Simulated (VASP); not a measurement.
Here is a VASP 6.6.1 calculation.

The input INCAR:

```
ALGO     = Normal         # electronic algorithm
EDIFF    = 1E-6           # SCF threshold, eV
ENCUT    = 600            # plane-wave cutoff, eV
GGA      = PS             # functional
GGA_COMPAT= F            
ISIF     = 2              # what is computed and relaxed
ISMEAR   = 0              # smearing method
LASPH    = T              # aspherical terms in the spheres
LCHARG   = T              # write CHGCAR
LELF     = T              # ELF
LREAL    = F              # projectors in reciprocal space
LVHAR    = T            
LWAVE    = F              # write WAVECAR
NBANDS   = 11             # bands
NELM     = 120            # most SCF steps
PREC     = Accurate       # precision mode
SIGMA    = 0.01           # smearing width, eV
```

The input KPOINTS:

```
k-points
0
Gamma
  6 6 6
```

The input POSCAR:

```
MgS
1.0
    0.0000000000      2.6171221403      2.5775380927
    2.6171221403      0.0000000000      2.5775380927
    2.6171221403      2.6171221403      0.0000000000
Mg S
1 1
Direct
    0.0000000000      0.0000000000      0.0000000000
    0.5000000000      0.5000000000      0.5000000000
```

Potentials or basis: VASP PAW PBE potentials, release 64 (Mg, S).

Command:

```bash
$ cat potpaw_PBE.64/Mg/POTCAR potpaw_PBE.64/S/POTCAR > POTCAR
$ mpirun -np 1 vasp_std > vasp.out
```

Q: Estimate the pressure.

A: -1.3 GPa.

Q: Predict the band gap on the k mesh.

A: 2.62 eV (least direct gap 3.55 eV).

Stress tensor (GPa, compression positive):
```
-1.79  0.00  0.00
 0.00 -1.79  0.00
 0.00  0.00 -0.19
```

Caveat: the PAW data sets were made with another functional, which shifts forces and pressure a little. A k mesh can miss the band edges.
